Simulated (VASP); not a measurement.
Set up this calculation in VASP 6.6.1, as the native input.

```yaml
Task: single point
Functional: PBE
Potentials_or_basis: VASP PAW PBE potentials, release 64 (Be, Ge_d, F)
Cutoff: 520 eV
k_mesh: 4 × 4 × 4
Occupations: gaussian, width 0.1 eV
Spin: no spin polarisation
Dipole_correction: no
Further_INCAR_settings: ALGO = Normal; EDIFF = 1e-07; NBANDS = 64
```

The structure of BeGe6F3 lies in POSCAR:

```
BeGe6F3
1.0
   -4.2910108785      4.2910108785      4.2910108785
    4.2910108785     -4.2910108785      4.2910108785
    4.2910108785      4.2910108785     -4.2910108785
Be Ge F
1 6 3
Direct
    0.0000000000      0.0000000000      0.0000000000
    0.0000000000      0.7468257418      0.7468257418
    0.0000000000      0.2531742582      0.2531742582
    0.7468257418      0.0000000000      0.7468257418
    0.2531742582      0.0000000000      0.2531742582
    0.7468257418      0.7468257418      0.0000000000
    0.2531742582      0.2531742582      0.0000000000
    0.0000000000      0.5000000000      0.5000000000
    0.5000000000      0.0000000000      0.5000000000
    0.5000000000      0.5000000000      0.0000000000
```

The input as run:

INCAR

```
SYSTEM = BeGe6F3
PREC = Accurate
ENCUT = 520
EDIFF = 1E-7
ISMEAR = 0
SIGMA = 0.1
LREAL = .False.
LASPH = .True.
NELM = 100
ALGO = Normal
ISIF = 2
LWAVE = .False.
LCHARG = .False.
GGA = PE
NBANDS = 64
```

KPOINTS

```
regular mesh
0
Gamma
  4 4 4
  0 0 0
```

Potentials or basis: VASP PAW PBE potentials, release 64 (Be, Ge_d, F).

Run with:

```sh
$ cat potpaw_PBE.64/Be/POTCAR potpaw_PBE.64/Ge_d/POTCAR potpaw_PBE.64/F/POTCAR > POTCAR
$ mpirun -np 1 vasp_std > vasp.out
```

It gave:

```json
{
  "Pressure": "0.3 GPa",
  "Largest force": "0.026 eV/Å"
}
```

Caveat: an odd number of electrons without spin polarisation forces a metal; a magnetic or distorted state may lie lower.

Run time: 4.2 min on 1 thread of Intel Xeon 6975P-C (shared host), peak memory 0.47 GiB.
